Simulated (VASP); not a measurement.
Set up this calculation in VASP 6.6.1, as the native input.

| Item | Value |
| --- | --- |
| Task | single point |
| Functional | PBE |
| Potentials or basis | VASP PAW PBE potentials, release 64 (Tl_d) |
| Cutoff | 520 eV |
| k mesh | 14 × 14 × 14 |
| Occupations | gaussian, width 0.1 eV |
| Spin | no spin polarisation |
| Dipole correction | no |
| Further INCAR settings | ALGO = Normal; EDIFF = 1e-06; NBANDS = 12 |

The structure of Tl lies in POSCAR:

```
Tl
1.0
   -1.9357787100      1.9357787100      1.9648937100
    1.9357787100     -1.9357787100      1.9648937100
    1.9357787100      1.9357787100     -1.9648937100
Tl
1
Direct
    0.0000000000      0.0000000000      0.0000000000
```

This cell differs from its parent crystal: strained.

One way to write it, as run:

INCAR

```
SYSTEM = Tl
  PREC = Accurate
  ENCUT = 520
  EDIFF = 1E-6
  ISMEAR = 0
  SIGMA = 0.1
  LREAL = .False.
  LASPH = .True.
  NELM = 80
  ALGO = Normal
  ISIF = 2
  LWAVE = .False.
  LCHARG = .False.
  GGA = PE
  NBANDS = 12
```

KPOINTS

```
Automatic mesh
0
Gamma
  14 14 14
  0 0 0
```

Potentials or basis: VASP PAW PBE potentials, release 64 (Tl_d).

Launch:

```bash
$ cat potpaw_PBE.64/Tl_d/POTCAR > POTCAR
$ mpirun -np 1 vasp_std > vasp.out
```

It gave:

The pressure is 1.9 GPa. The band gap on the k mesh is zero (an odd number of electrons rules out a gap without spin polarisation).

Caveat: the cell differs from its parent crystal (strained); spin-orbit coupling is left out, which moves the levels of the heavy elements.

It took 100 s on 1 thread of Intel Xeon 8259CL (shared host), peak memory 0.22 GiB.
